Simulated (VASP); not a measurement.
# Zn (P6_3/mmc) in VASP: a series of runs

Runs on Zn. Level: PBEsol. Tasks: single point, relaxation of shape and atoms at fixed volume.

Program: VASP 6.6.1. These are calculated values, not measurements. Logs are shortened: lines on timing, memory, paths and dates and some standing lists are left out, and cuts for length are marked.

### 1 The cell of the first run

It takes space group P6_3/mmc (No. 194, hexagonal). The conventional cell has a = 2.601 Å, b = 2.601 Å, c = 5.009 Å, α = 90.00°, β = 90.00°, γ = 120.00°. Zn (site symmetry -6m2) has 12 Zn at 2.60 to 2.92 Å within 3.4 Å.

### 2 Single point, PBEsol (volume scaled by 1.03, then relaxed in part)

File INCAR:

```
PREC = Accurate ; ENCUT = 520
EDIFF = 1E-6 ; ISMEAR = 0
SIGMA = 0.1 ; LREAL = F
LASPH = T ; NELM = 60
ALGO = Fast ; ISIF = 2
LWAVE = F ; LCHARG = T
GGA = PS ; LELF = T
LVHAR = T ; NBANDS = 19
```

File KPOINTS:

```
regular mesh
0
Gamma
  18 18 8
```

File POSCAR:

```
Zn
1.0
    2.6012931162      0.0000000000      0.0000000000
   -1.3006465581      2.2527859213      0.0000000000
    0.0000000000      0.0000000000      5.0085886010
Zn
2
Direct
    0.3333333333      0.6666666667      0.2500000000
    0.6666666667      0.3333333333      0.7500000000
```

Potentials or basis: VASP PAW PBE potentials, release 64 (Zn).

The run is started by

```
$ cat potpaw_PBE.64/Zn/POTCAR > POTCAR
$ mpirun -np 1 vasp_std > vasp.out
```

OUTCAR:

```text
PREC = Accurate
   ENCUT = 520
   EDIFF = 1E-6
   ISMEAR = 0
   LREAL = F
   LASPH = T
   NELM = 60
   ISIF = 2
   GGA = PS

 ion  position               nearest neighbor table
   1  0.333  0.667  0.250-   2 2.92   2 2.92   2 2.92   2 2.92   2 2.92   2 2.92
   2  0.667  0.333  0.750-   1 2.92   1 2.92   1 2.92   1 2.92   1 2.92   1 2.92

  LATTYP: Found a hexagonal cell.
 ALAT       =     2.6012931162
 C/A-ratio  =     1.9254226176

  Lattice vectors:

 A1 = (   2.6012931162,   0.0000000000,   0.0000000000)
 A2 = (  -1.3006465581,   2.2527859213,   0.0000000000)
 A3 = (   0.0000000000,   0.0000000000,   5.0085886010)

Analysis of symmetry for initial positions (statically):
=====================================================================
 Subroutine PRICEL returns:
 Original cell was already a primitive cell.

 Routine SETGRP: Setting up the symmetry group for a
 hexagonal supercell.

 Subroutine GETGRP returns: Found 24 space group operations
 (whereof 12 operations were pure point group operations)
 out of a pool of 24 trial point group operations.

The static configuration has the point symmetry D_3d.
 The point group associated with its full space group is D_6h.

Analysis of symmetry for dynamics (positions and initial velocities):
=====================================================================
 Subroutine PRICEL returns:
 Original cell was already a primitive cell.

 Routine SETGRP: Setting up the symmetry group for a
 hexagonal supercell.

 Subroutine GETGRP returns: Found 24 space group operations
 (whereof 12 operations were pure point group operations)
 out of a pool of 24 trial point group operations.

The dynamic configuration has the point symmetry D_3d.
 The point group associated with its full space group is D_6h.

 Subroutine INISYM returns: Found 24 space group operations
 (whereof 12 operations are pure point group operations),
 and found     1 'primitive' translations

----------------------------------------------------------------------------------------

                                     Primitive cell

  volume of cell :      29.3511

  direct lattice vectors                    reciprocal lattice vectors
     2.601293116  0.000000000  0.000000000     0.384424190  0.221947410  0.000000000
    -1.300646558  2.252785921  0.000000000     0.000000000  0.443894820  0.000000000
     0.000000000  0.000000000  5.008588601     0.000000000  0.000000000  0.199657045

  length of vectors
     2.601293116  2.601293116  5.008588601     0.443894820  0.443894820  0.199657045

  position of ions in fractional coordinates (direct lattice)
     0.333333333  0.666666667  0.250000000
     0.666666667  0.333333333  0.750000000

  ion indices of the primitive-cell ions
   primitive index   ion index
                 1           1
                 2           2

----------------------------------------------------------------------------------------

 KPOINTS: regular mesh

Automatic generation of k-mesh.
 Grid dimensions read from file:
 generate k-points for:   18   18    8

 Generating k-lattice:

  Cartesian coordinates                     Fractional coordinates (reciprocal lattice)
     0.021356899  0.012330412  0.000000000     0.055555556 -0.000000000  0.000000000
     0.000000000  0.024660823  0.000000000     0.000000000  0.055555556  0.000000000
     0.000000000  0.000000000  0.024957131     0.000000000  0.000000000  0.125000000

  Length of vectors
     0.024660823  0.024660823  0.024957131

  Shift w.r.t. Gamma in fractional coordinates (k-lattice)
     0.000000000  0.000000000  0.000000000

 Subroutine IBZKPT returns following result:
 ===========================================

 Found    185 irreducible k-points:

 Following reciprocal coordinates:
            Coordinates               Weight
  0.000000  0.000000  0.000000      1.000000
  0.055556 -0.000000  0.000000      6.000000
  0.111111 -0.000000  0.000000      6.000000
  0.166667  0.000000  0.000000      6.000000
  0.222222 -0.000000  0.000000      6.000000
  0.277778  0.000000  0.000000      6.000000
[... 16 lines left out ...]
  0.333333  0.111111  0.000000     12.000000
  0.388889  0.111111  0.000000     12.000000
 [... further k-points ...]
   k-points           NKPTS =    185   k-points in BZ     NKDIM =    185   number of bands    NBANDS=     19
   number of dos      NEDOS =    301   number of ions     NIONS =      2
   total plane-waves  NPLWV =  16000
   dimension x,y,z NGX =    20 NGY =   20 NGZ =   40
   dimension x,y,z NGXF=    40 NGYF=   40 NGZF=   80
   ions per type =               2
   NGX,Y,Z   is equivalent  to a cutoff of  12.78, 12.78, 13.28 a.u.
   NGXF,Y,Z  is equivalent  to a cutoff of  25.56, 25.56, 26.55 a.u.
 SYSTEM =  unknown system
   PREC   = accura    normal or accurate (medium, high low for compatibility)
   ISTART =      0    job   : 0-new  1-cont  2-samecut
   ICHARG =      2    charge: 1-file 2-atom 10-const
   ISPIN  =      1    spin polarized calculation?
   LNONCOLLINEAR =      F non collinear calculations
   LSORBIT =      F    spin-orbit coupling
   LASPH  =      T    aspherical Exc in radial PAW
   ENCUT  =  520.0 eV  38.22 Ry    6.18 a.u.   4.84  4.84  9.31*2*pi/ulx,y,z
   NELM   =     60;   NELMIN=  2; NELMDL= -5     # of ELM steps
   EDIFF  = 0.1E-05   stopping-criterion for ELM
   LREAL  =      F    real-space projection
   EDIFFG = 0.1E-04   stopping-criterion for IOM
   NSW    =      0    number of steps for IOM
   IBRION =     -1    ionic relax: 0-MD 1-quasi-New 2-CG
   NFREE  =      0    steps in history (QN), initial steepest desc. (CG)
   ISIF   =      2    stress and relaxation
   ISYM   =      2    0-nonsym 1-usesym 2-fastsym
   POTIM  = 0.5000    time-step for ionic-motion
   TEBEG  =    0.0;   TEEND  =   0.0 temperature during run
   PSTRESS=    0.0 pullay stress
   NELECT =      24.0000    total number of electrons
   NUPDOWN=      -1.0000    fix difference up-down
   EMIN   =  10.00;   EMAX   =-10.00  energy-range for DOS
   EFERMI =   0.00;   METHOD = LEGACY
   ISMEAR =     0;   SIGMA  =   0.10  broadening in eV -4-tet -1-fermi 0-gaus
   EFERMI_NEDOS =   21; number of points for ismear=-14 and -15
   IALGO  =     68    algorithm
   IMIX   =      4    mixing-type and parameters
     AMIX     =   0.40;   BMIX     =  1.00
     AMIX_MAG =   1.60;   BMIX_MAG =  1.00
  volume/ion in A,a.u.               =      14.68        99.04
  Fermi-wavevector in a.u.,A,eV,Ry     =   1.530866  2.892916 31.885925  2.343549
  Thomas-Fermi vector in A             =   2.638289
   LORBIT       =      0    0 simple, 1 ext, 2 COOP (PROOUT), +10 PAW based schemes
   GGA     = PS    functional components
   LHFCALC =     F    Hartree Fock is set to
   AEXX    =    0.0000 exact exchange contribution
   IVDW    =     0    specifies the selected vdW correction
   LEPSILON=     F    determine dielectric tensor
   LRPA    =     F    only Hartree local field effects (RPA)
 non-spin polarized calculation
 RMM-DIIS sequential band-by-band and
 Gauss-broadening in eV      SIGMA  =   0.10
  energy-cutoff  :      520.00
  volume of cell :       29.35
 maximum number of plane-waves:       805
 NGX is ok and might be reduce to    20
   NGX =  9   NGY =  9   NGZ = 19

 number of electron      24.0000034 magnetization

 Free energy of the ion-electron system (eV)
  ---------------------------------------------------
  ext. energy  EPLUGINS =         0.00000000
  ---------------------------------------------------
  free energy    TOTEN  =        -3.16843669 eV

  energy without entropy =       -3.16662653  energy(sigma->0) =       -3.16753161

 E-fermi :   3.2161     XC(G=0): -11.8807

 val. band max:        3.1888151008   @ k =   0.2778   0.1667   0.0000
 cond. band min:       3.2230813595   @ k =   0.3333   0.2778   0.5000
 fundamental gap:      0.0342662586
 Fermi energy:         3.2161061336

 k-point     1 :       0.0000    0.0000    0.0000
  band No.  band energies     occupation
      1      -7.5241      2.00000
      2      -5.6591      2.00000
      3      -4.8689      2.00000
      4      -4.5800      2.00000
      5      -4.5800      2.00000
      6      -4.5349      2.00000
[... 11 lines left out ...]
     18      23.2189      0.00000
     19      23.4181      0.00000

 k-point     2 :       0.0556   -0.0000    0.0000
  band No.  band energies     occupation
      1      -7.4273      2.00000
      2      -5.6116      2.00000
      3      -4.8564      2.00000
      4      -4.5921      2.00000
      5      -4.5556      2.00000
      6      -4.5470      2.00000
[... 11 lines left out ...]
     18      22.2515      0.00000
     19      24.4316      0.00000

 k-point     3 :       0.1111   -0.0000    0.0000
  band No.  band energies     occupation
      1      -7.1407      2.00000
      2      -5.4811      2.00000
      3      -4.8248      2.00000
      4      -4.6217      2.00000
      5      -4.5733      2.00000
      6      -4.4849      2.00000
[... 11 lines left out ...]
     18      21.3681      0.00000
     19      22.9500      0.00000

 k-point     4 :       0.1667    0.0000    0.0000
  band No.  band energies     occupation
      1      -6.6794      2.00000
      2      -5.3106      2.00000
      3      -4.7933      2.00000
      4      -4.6582      2.00000
      5      -4.5633      2.00000
      6      -4.4215      2.00000
[... 11 lines left out ...]
     18      20.2252      0.00000
     19      20.9755      0.00000

 k-point     5 :       0.2222   -0.0000    0.0000
  band No.  band energies     occupation
      1      -6.0945      2.00000
      2      -5.1899      2.00000
      3      -4.7493      2.00000
      4      -4.6667      2.00000
      5      -4.6217      2.00000
      6      -4.4494      2.00000
[... 11 lines left out ...]
     18      18.9671      0.00000
     19      19.6654      0.00000
[... 334 lines left out ...]
      2      -5.0676      2.00000
      3      -4.8096      2.00000
      4      -4.7047      2.00000
      5      -4.6600      2.00000
      6      -4.4647      2.00000
[... 11 lines left out ...]
     18      18.0416      0.00000
     19      18.8658      0.00000

 k-point    22 :       0.2778    0.1111    0.0000
  band No.  band energies     occupation
      1      -5.1954      2.00000
      2      -5.1184      2.00000
      3      -4.9249      2.00000
      4      -4.5604      2.00000
      5      -4.5251      2.00000
      6      -4.4693      2.00000
[... 11 lines left out ...]
     18      17.3836      0.00000
     19      18.5957      0.00000

 k-point    23 :       0.3333    0.1111    0.0000
  band No.  band energies     occupation
      1      -5.2372      2.00000
      2      -5.1566      2.00000
      3      -5.0062      2.00000
      4      -4.5714      2.00000
      5      -4.4680      2.00000
      6      -4.3693      2.00000
[... 11 lines left out ...]
     18      16.8870      0.00000
     19      18.2325      0.00000

 k-point    24 :       0.3889    0.1111    0.0000
  band No.  band energies     occupation
      1      -5.2807      2.00000
      2      -5.1887      2.00000
      3      -5.0540      2.00000
      4      -4.6004      2.00000
      5      -4.4097      2.00000
      6      -4.4039      2.00000
[... 11 lines left out ...]
     18      16.5787      0.00000
     19      17.9937      0.00000

 [... further k-points ...]
[... 5 lines left out ...]
  --------------------------------------------------------------------------------------
  -------------------------------------------------------------------------------------
  Total       -0.1972855     -0.1972855     -0.2486222      0.0000000     -0.0000000      0.0000000
  in kB      -10.7691415    -10.7691415    -13.5714375      0.0000000     -0.0000000      0.0000000
  external PRESSURE =     -11.7032402 kB  Pullay stress =       0.0000000 kB

 VOLUME and BASIS-vectors are now :
 -----------------------------------------------------------------------------
  energy-cutoff  :      520.00
  volume of cell :       29.35
      direct lattice vectors                 reciprocal lattice vectors
     2.601293116  0.000000000  0.000000000     0.384424190  0.221947410  0.000000000
    -1.300646558  2.252785921  0.000000000     0.000000000  0.443894820  0.000000000
     0.000000000  0.000000000  5.008588601     0.000000000  0.000000000  0.199657045

 POSITION                                       TOTAL-FORCE (eV/Angst)
 -----------------------------------------------------------------------------------
     -0.00000      1.50186      1.25215        -0.000000      0.000000      0.000000
      1.30065      0.75093      3.75644         0.000000      0.000000      0.000000
 -----------------------------------------------------------------------------------
    total drift:                               -0.000000      0.000000      0.000000

  FREE ENERGIE OF THE ION-ELECTRON SYSTEM (eV)
  ---------------------------------------------------
  free  energy   TOTEN  =        -3.1684366939 eV

  energy  without entropy=       -3.1666265273  energy(sigma->0) =       -3.16753161
```

It took 34 s on 1 thread of Intel Xeon 6975P-C (Granite Rapids), shared host; peak memory 0.2 GiB.

What came out:

| Item | Value |
| --- | --- |
| Free energy | -3.1684 eV |
| Pressure | -1.2 GPa |
| Band gap on the k mesh | zero (band 12 reaches 4.96 eV, above the bottom of band 13 at -0.23 eV) |

Levels at points of the mesh, in eV from the Fermi level:
```tsv
k point	band 10	band 11	band 12	band 13	band 14	band 15
(0.00, 0.00, 0.00)	-7.15	-7.15	-4.01	-3.45	12.68	16.56
(0.50, 0.00, 0.00)	-6.91	-2.87	-2.04	2.45	3.56	4.09
(0.00, 0.00, 0.50)	-7.23	-7.23	-7.23	3.98	3.98	19.89
(0.50, 0.00, 0.50)	-6.92	-1.96	-1.96	0.31	0.31	9.86
```

Caveat: the PAW data sets were made with another functional, which shifts forces and pressure a little.

### 3 Single point, PBEsol (volume scaled by 1.06, then relaxed in part)

File INCAR:

```
SYSTEM = Zn
  PREC = Accurate
  ENCUT = 520
  EDIFF = 1E-7
  ISMEAR = 0
  SIGMA = 0.1
  LREAL = .False.
  LASPH = .True.
  NELM = 80
  ALGO = Normal
  ISIF = 2
  LWAVE = .False.
  LCHARG = .False.
  GGA = PS
  NBANDS = 19
```

File KPOINTS:

```
Automatic mesh
0
Gamma
  18 18 8
  0 0 0
```

File POSCAR:

```
Zn
1.0
    2.6138461867      0.0000000000      0.0000000000
   -1.3069230934      2.2636571993      0.0000000000
    0.0000000000      0.0000000000      5.1050797310
Zn
2
Direct
    0.3333333333      0.6666666667      0.2500000000
    0.6666666667      0.3333333333      0.7500000000
```

Potentials or basis: VASP PAW PBE potentials, release 64 (Zn).

The run is started by

```
$ cat potpaw_PBE.64/Zn/POTCAR > POTCAR
$ mpirun -np 1 vasp_std > vasp.out
```

It took 34 s on 1 thread of Intel Xeon 6975P-C (Granite Rapids), shared host; peak memory 0.2 GiB.

It converged, with:

| Property | Result |
| --- | --- |
| Free energy | -3.1548 eV |
| Pressure | -3.4 GPa |
| Band gap on the k mesh | zero (band 12 reaches 4.75 eV, above the bottom of band 13 at -0.61 eV) |

Stress tensor (GPa, compression positive):
```
-3.26  0.00  0.00
 0.00 -3.26  0.00
 0.00  0.00 -3.59
```

Levels at points of the mesh, in eV from the Fermi level:
```tsv
k point	band 8	band 9	band 10	band 11	band 12	band 13	band 14	band 15	band 16	band 17
(0.00, 0.00, 0.00)	-7.19	-7.19	-7.02	-7.02	-3.83	-3.53	12.08	15.97	18.62	18.62
(0.50, 0.00, 0.00)	-7.06	-6.80	-6.78	-2.64	-1.87	2.39	3.64	3.94	5.73	10.96
(0.00, 0.00, 0.50)	-7.60	-7.09	-7.09	-7.09	-7.09	3.74	3.74	19.82	19.82	19.82
(0.50, 0.00, 0.50)	-7.07	-6.79	-6.79	-1.76	-1.76	0.39	0.39	9.60	9.60	12.63
```

Caveat: the PAW data sets were made with another functional, which shifts forces and pressure a little.

[end of part 1 of 2]
